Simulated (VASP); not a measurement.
# ZnInGaO4 (R3m) in VASP: further runs

ZnInGaO4 is run at these levels: PBEsol; tasks: single point.

All numbers are computed with VASP 6.6.1; they aren't measurements. Logs are shortened: lines on timing, memory, paths and dates and some standing lists are left out, and cuts for length are marked.

## 1. The cell of the first run

Symmetry: R3m, No. 160, trigonal system. Conventional cell: a = 3.315 Å, b = 3.315 Å, c = 25.755 Å, α = 90.00°, β = 90.00°, γ = 120.00°. Within 2.6 Å of Zn (site symmetry 3m) lie 5 O at 1.97 to 2.51 Å. In (site symmetry 3m) has 6 O at 2.19 Å within 2.9 Å. Within 2.5 Å of Ga (site symmetry 3m) lie 5 O at 1.91 to 1.97 Å. O (site symmetry 3m) has 1 Zn at 1.97 Å and 3 In at 2.19 Å within 2.6 Å. O (site symmetry 3m) has 1 Ga at 1.95 Å and 3 In at 2.19 Å within 2.6 Å. Within 2.6 Å of O (site symmetry 3m) lie 3 Ga at 1.91 Å and 1 Zn at 2.51 Å. Within 2.6 Å of O (site symmetry 3m) lie 1 Ga at 1.97 Å and 3 Zn at 1.99 Å.

## 2. Single point, PBEsol

Contents of INCAR:

```
PREC = Accurate
ENCUT = 520
EDIFF = 1E-7
ISMEAR = 0
SIGMA = 0.02
LREAL = F
LASPH = T
NELM = 100
ALGO = Normal
ISIF = 2
LWAVE = F
LCHARG = T
GGA = PS
LELF = T
LVHAR = T
NBANDS = 40
```

Contents of KPOINTS:

```
regular mesh
0
Gamma
  9 9 9
```

Contents of POSCAR:

```
ZnInGaO4
1.0
    1.6575195243      0.9569693435      8.5848724912
   -1.6575195243      0.9569693435      8.5848724912
    0.0000000000     -1.9139386871      8.5848724912
Zn In Ga O
1 1 1 4
Direct
    0.2186911561      0.2186911561      0.2186911561
    0.0029483057      0.0029483057      0.0029483057
    0.7871324804      0.7871324804      0.7871324804
    0.2951060405      0.2951060405      0.2951060405
    0.7112381173      0.7112381173      0.7112381173
    0.1211632313      0.1211632313      0.1211632313
    0.8637216687      0.8637216687      0.8637216687
```

Potentials or basis: VASP PAW PBE potentials, release 64 (Zn, In_d, Ga_d, O).

The run is started by

```bash
cat potpaw_PBE.64/Zn/POTCAR potpaw_PBE.64/In_d/POTCAR potpaw_PBE.64/Ga_d/POTCAR potpaw_PBE.64/O/POTCAR > POTCAR
mpirun -np 1 vasp_std > vasp.out
```

OUTCAR:

```text
PREC = Accurate
   ENCUT = 520
   EDIFF = 1E-7
   ISMEAR = 0
   LREAL = F
   LASPH = T
   NELM = 100
   ISIF = 2
   GGA = PS

 ion  position               nearest neighbor table
   1  0.219  0.219  0.219-   4 1.97   7 1.99   7 1.99   7 1.99
   2  0.003  0.003  0.003-   4 2.19   4 2.19   4 2.19   5 2.19   5 2.19   5 2.19
   3  0.787  0.787  0.787-   6 1.91   6 1.91   6 1.91   5 1.95   7 1.97
   4  0.295  0.295  0.295-   1 1.97   2 2.19   2 2.19   2 2.19
   5  0.711  0.711  0.711-   3 1.95   2 2.19   2 2.19   2 2.19
   6  0.121  0.121  0.121-   3 1.91   3 1.91   3 1.91
   7  0.864  0.864  0.864-   3 1.97   1 1.99   1 1.99   1 1.99

  LATTYP: Found a trigonal (rhomboedric) cell.
 ALAT       =     8.7956351100
 COS(alpha) =     0.9289747301

  Lattice vectors:

 A1 = (   1.6575195243,   0.9569693435,   8.5848724912)
 A2 = (  -1.6575195243,   0.9569693435,   8.5848724912)
 A3 = (   0.0000000000,  -1.9139386871,   8.5848724912)

Analysis of symmetry for initial positions (statically):
=====================================================================
 Subroutine PRICEL returns:
 Original cell was already a primitive cell.

 Routine SETGRP: Setting up the symmetry group for a
 trigonal (rhombohedral) supercell.

 Subroutine GETGRP returns: Found  6 space group operations
 (whereof  6 operations were pure point group operations)
 out of a pool of 12 trial point group operations.

The static configuration has the point symmetry C_3v.

Analysis of symmetry for dynamics (positions and initial velocities):
=====================================================================
 Subroutine PRICEL returns:
 Original cell was already a primitive cell.

 Routine SETGRP: Setting up the symmetry group for a
 trigonal (rhombohedral) supercell.

 Subroutine GETGRP returns: Found  6 space group operations
 (whereof  6 operations were pure point group operations)
 out of a pool of 12 trial point group operations.

The dynamic configuration has the point symmetry C_3v.

 Subroutine INISYM returns: Found  6 space group operations
 (whereof  6 operations are pure point group operations),
 and found     1 'primitive' translations

----------------------------------------------------------------------------------------

                                     Primitive cell

  volume of cell :      81.7037

  direct lattice vectors                    reciprocal lattice vectors
[... 97 lines left out ...]
   EDIFF  = 0.1E-06   stopping-criterion for ELM
   LREAL  =      F    real-space projection
   EDIFFG = 0.1E-05   stopping-criterion for IOM
   NSW    =      0    number of steps for IOM
   IBRION =     -1    ionic relax: 0-MD 1-quasi-New 2-CG
   NFREE  =      0    steps in history (QN), initial steepest desc. (CG)
   ISIF   =      2    stress and relaxation
   ISYM   =      2    0-nonsym 1-usesym 2-fastsym
   POTIM  = 0.5000    time-step for ionic-motion
   TEBEG  =    0.0;   TEEND  =   0.0 temperature during run
   PSTRESS=    0.0 pullay stress
   NELECT =      62.0000    total number of electrons
   NUPDOWN=      -1.0000    fix difference up-down
   EMIN   =  10.00;   EMAX   =-10.00  energy-range for DOS
   EFERMI =   0.00;   METHOD = LEGACY
   ISMEAR =     0;   SIGMA  =   0.02  broadening in eV -4-tet -1-fermi 0-gaus
   EFERMI_NEDOS =   21; number of points for ismear=-14 and -15
   IALGO  =     38    algorithm
   IMIX   =      4    mixing-type and parameters
     AMIX     =   0.40;   BMIX     =  1.00
     AMIX_MAG =   1.60;   BMIX_MAG =  1.00
  volume/ion in A,a.u.               =      11.67        78.77
  Fermi-wavevector in a.u.,A,eV,Ry     =   1.493223  2.821783 30.337132  2.229716
  Thomas-Fermi vector in A             =   2.605651
   LORBIT       =      0    0 simple, 1 ext, 2 COOP (PROOUT), +10 PAW based schemes
   GGA     = PS    functional components
   LHFCALC =     F    Hartree Fock is set to
   AEXX    =    0.0000 exact exchange contribution
   IVDW    =     0    specifies the selected vdW correction
   LEPSILON=     F    determine dielectric tensor
   LRPA    =     F    only Hartree local field effects (RPA)
 non-spin polarized calculation
 Gauss-broadening in eV      SIGMA  =   0.02
  energy-cutoff  :      520.00
  volume of cell :       81.70
 maximum number of plane-waves:      2227
 NGX is ok and might be reduce to    70
   NGX = 33   NGY = 33   NGZ = 33

 number of electron      62.0000000 magnetization

 Free energy of the ion-electron system (eV)
  ---------------------------------------------------
  ext. energy  EPLUGINS =         0.00000000
  ---------------------------------------------------
  free energy    TOTEN  =       -40.62244590 eV

  energy without entropy =      -40.62244590  energy(sigma->0) =      -40.62244590

 E-fermi :   4.0477     XC(G=0): -11.5111

 val. band max:        3.8900660753   @ k =   0.0000   0.0000   0.0000
 cond. band min:       5.0497641706   @ k =   0.0000   0.0000   0.0000
 fundamental gap:      1.1596980953
 Fermi energy:         4.0477189419

 k-point     1 :       0.0000    0.0000    0.0000
  band No.  band energies     occupation
      1     -14.8743      2.00000
      2     -13.9180      2.00000
      3     -13.3103      2.00000
      4     -12.8317      2.00000
      5      -9.4502      2.00000
      6      -9.4502      2.00000
[... 1021 lines left out ...]
     39      14.5542      0.00000
     40      16.1221      0.00000

 [... further k-points ...]
[... 5 lines left out ...]
  --------------------------------------------------------------------------------------
  -------------------------------------------------------------------------------------
  Total        0.2791787      0.2791787      0.3104015      0.0000000     -0.0000000      0.0000000
  in kB        5.4745844      5.4745844      6.0868508      0.0000000     -0.0000000      0.0000000
  external PRESSURE =       5.6786732 kB  Pullay stress =       0.0000000 kB

 VOLUME and BASIS-vectors are now :
 -----------------------------------------------------------------------------
  energy-cutoff  :      520.00
  volume of cell :       81.70
      direct lattice vectors                 reciprocal lattice vectors
     1.657519524  0.956969343  8.584872491     0.301655572  0.174160926  0.038827989
    -1.657519524  0.956969343  8.584872491    -0.301655572  0.174160926  0.038827989
     0.000000000 -1.913938687  8.584872491     0.000000000 -0.348321851  0.038827989

 POSITION                                       TOTAL-FORCE (eV/Angst)
 -----------------------------------------------------------------------------------
      0.00000     -0.00000      5.63231         0.000000     -0.000000      0.007314
      0.00000     -0.00000      0.07593         0.000000      0.000000     -0.002615
      0.00000     -0.00000     20.27230         0.000000      0.000000     -0.010403
      0.00000     -0.00000      7.60034         0.000000     -0.000000      0.007327
      0.00000     -0.00000     18.31767         0.000000     -0.000000      0.019928
      0.00000     -0.00000      3.12051         0.000000      0.000000     -0.005535
      0.00000     -0.00000     22.24482         0.000000      0.000000     -0.016015
 -----------------------------------------------------------------------------------
    total drift:                                0.000000      0.000000     -0.000832

  FREE ENERGIE OF THE ION-ELECTRON SYSTEM (eV)
  ---------------------------------------------------
  free  energy   TOTEN  =       -40.6224458968 eV

  energy  without entropy=      -40.6224458968  energy(sigma->0) =      -40.62244590
```

stdout:

```text
POSCAR found type information on POSCAR ZnInGaO
 POSCAR found :  4 types and       7 ions
 scaLAPACK will be used
 -----------------------------------------------------------------------------
|                                                                             |
|                                                                             |
|     You enforced a specific xc type in the INCAR file but a different       |
|     I HOPE YOU KNOW WHAT YOU ARE DOING!                                     |
|                                                                             |
 -----------------------------------------------------------------------------

 LDA part: xc-table for (Slater+PW92), standard interpolation
 POSCAR, INCAR and KPOINTS ok, starting setup
 FFT: planning ... GRIDC
 FFT: planning ... GRID_SOFT
 FFT: planning ... GRID
 WAVECAR not read
 entering main loop
```

It took 28 min on 1 thread of AMD EPYC 9R45 (Zen 5), shared host; peak memory 0.84 GiB.

Results:

```
Free energy            : -40.6224 eV
Pressure               : 0.6 GPa
Largest force          : 0.020 eV/Å
Band gap on the k mesh : 1.16 eV
```

Forces in eV/Å, atoms in the order of the input:
```
Zn   0.000  0.000  0.007
In   0.000  0.000 -0.003
Ga   0.000  0.000 -0.010
O    0.000  0.000  0.007
O    0.000  0.000  0.020
O    0.000  0.000 -0.006
O    0.000  0.000 -0.016
```

Levels at points of the mesh, in eV from the valence-band top:
| k point | band 29 | band 30 | band 31 | band 32 | band 33 | band 34 |
| --- | --- | --- | --- | --- | --- | --- |
| (0.00, 0.00, 0.00) | -0.57 | 0.00 | 0.00 | 1.16 | 4.35 | 4.96 |

Caveat: the PAW data sets were made with another functional, which shifts forces and pressure a little; spin-orbit coupling is left out, which moves the levels of the heavy elements.

## 3. Single point, PBEsol

This run uses another cell than the first one, of 12.17 Å³/atom.

Contents of INCAR:

```
ALGO = Normal
EDIFF = 1E-7
ENCUT = 520
GGA = PS
ISIF = 2
ISMEAR = 0
LASPH = True
LCHARG = True
LELF = True
LREAL = False
LVHAR = True
LWAVE = False
NBANDS = 40
NELM = 100
PREC = Accurate
SIGMA = 0.1
```

Contents of KPOINTS:

```
k-points
0
Gamma
  6 6 6
```

Contents of POSCAR:

```
ZnInGaO4
1.0
    1.6803268700      0.9701371700      8.7134054600
   -1.6803268700      0.9701371700      8.7134054600
    0.0000000000     -1.9402743400      8.7134054600
Zn In Ga O
1 1 1 4
Direct
    0.2183820000      0.2183820000      0.2183820000
    0.0027680000      0.0027680000      0.0027680000
    0.7870340000      0.7870340000      0.7870340000
    0.2951430000      0.2951430000      0.2951430000
    0.7113580000      0.7113580000      0.7113580000
    0.1217170000      0.1217170000      0.1217170000
    0.8635990000      0.8635990000      0.8635990000
```

Potentials or basis: VASP PAW PBE potentials, release 64 (Zn, In_d, Ga_d, O).

The run is started by

```bash
cat potpaw_PBE.64/Zn/POTCAR potpaw_PBE.64/In_d/POTCAR potpaw_PBE.64/Ga_d/POTCAR potpaw_PBE.64/O/POTCAR > POTCAR
mpirun -np 1 vasp_std > vasp.out
```

Run time: 11 min. Hardware: 1 thread of AMD EPYC 9R45 (Zen 5), shared host; peak memory 0.71 GiB.

The run converged. Its results:

- Free energy: -40.5609 eV
- Pressure: -6.1 GPa
- Largest force: 0.062 eV/Å
- Band gap on the k mesh: 0.96 eV

Forces in eV/Å, atoms in the order of the input:
```
Zn   0.000  0.000  0.014
In   0.000  0.000  0.056
Ga   0.000  0.000  0.032
O    0.000  0.000  0.062
O    0.000  0.000 -0.058
O    0.000  0.000 -0.047
O    0.000  0.000 -0.059
```

Stress tensor (GPa, compression positive):
```
-6.11  0.00  0.00
 0.00 -6.11  0.00
 0.00  0.00 -6.21
```

Levels at points of the mesh, in eV from the valence-band top:
```csv
k point,band 27,band 28,band 29,band 30,band 31,band 32,band 33,band 34,band 35,band 36
"(0.00, 0.00, 0.00)",-0.77,-0.77,-0.53,0.00,0.00,0.96,4.12,4.78,5.58,9.93
"(0.50, 0.00, 0.00)",-2.17,-1.11,-1.08,-0.52,-0.26,4.98,5.65,6.34,6.98,8.19
"(0.50, 0.50, 0.00)",-1.51,-1.26,-1.09,-0.79,-0.45,5.08,5.51,6.34,7.08,8.30
"(0.50, 0.50, 0.50)",-1.28,-0.79,-0.79,0.00,0.00,2.37,2.73,5.03,5.86,9.94
```

Caveat: the cell stands under tension; the PAW data sets were made with another functional, which shifts forces and pressure a little; spin-orbit coupling is left out, which moves the levels of the heavy elements. A k mesh can miss the band edges.
